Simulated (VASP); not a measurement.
Set up this calculation in VASP 6.6.1, as the native input.

```yaml
Task: single point
Functional: PBEsol
Potentials_or_basis: VASP PAW PBE potentials, release 64 (Al, Ga_d, N)
Cutoff: 520 eV
k_mesh: 6 × 6 × 6
Occupations: gaussian, width 0.05 eV
Spin: no spin polarisation
Dipole_correction: no
Further_INCAR_settings: ALGO = Normal; EDIFF = 1e-06; NBANDS = 31
```

The structure of Al3GaN4 lies in POSCAR:

```
Al3GaN4
1.0
    4.1557958533      0.0000000000      0.0000000000
    0.0000000000      4.1557958533      0.0000000000
    0.0000000000      0.0000000000      4.6918935184
Al Ga N
3 1 4
Direct
    0.5000000000      0.5000000000      0.0000000000
    0.5000000000      0.0000000000      0.5000000000
    0.0000000000      0.5000000000      0.5000000000
    0.0000000000      0.0000000000      0.0000000000
    0.7447140287      0.7447140287      0.2552859713
    0.7447140287      0.2552859713      0.7447140287
    0.2552859713      0.7447140287      0.7447140287
    0.2552859713      0.2552859713      0.2552859713
```

This cell differs from its parent crystal: volume 10.129 Å^3 an atom, c/a of the conventional cell 1.1290.

The input as run:

INCAR

```
ALGO     = Normal         # electronic algorithm
EDIFF    = 1E-6           # SCF threshold, eV
ENCUT    = 520            # plane-wave cutoff, eV
GGA      = PS             # functional
ISIF     = 2              # what is computed and relaxed
ISMEAR   = 0              # smearing method
LASPH    = True           # aspherical terms in the spheres
LCHARG   = False          # write CHGCAR
LREAL    = False          # projectors in reciprocal space
LWAVE    = False          # write WAVECAR
NBANDS   = 31             # bands
NELM     = 60             # most SCF steps
PREC     = Accurate       # precision mode
SIGMA    = 0.05           # smearing width, eV
```

KPOINTS

```
k-points
0
Gamma
  6 6 6
```

Potentials or basis: VASP PAW PBE potentials, release 64 (Al, Ga_d, N).

Launch:

```bash
$ cat potpaw_PBE.64/Al/POTCAR potpaw_PBE.64/Ga_d/POTCAR potpaw_PBE.64/N/POTCAR > POTCAR
$ mpirun -np 1 vasp_std > vasp.out
```

Results of the run:

* Pressure: 10.9 GPa
* Largest force: 0.131 eV/Å
* Band gap on the k mesh: 2.90 eV, indirect (least direct gap 2.96 eV)

Caveat: the PAW data sets were made with another functional, which shifts forces and pressure a little.

It took 81 s on 1 thread of Intel(R) Xeon(R) Platinum 8259CL CPU @ 2.50GHz (Skylake/Cascade Lake) (shared host), peak memory 0.23 GiB.
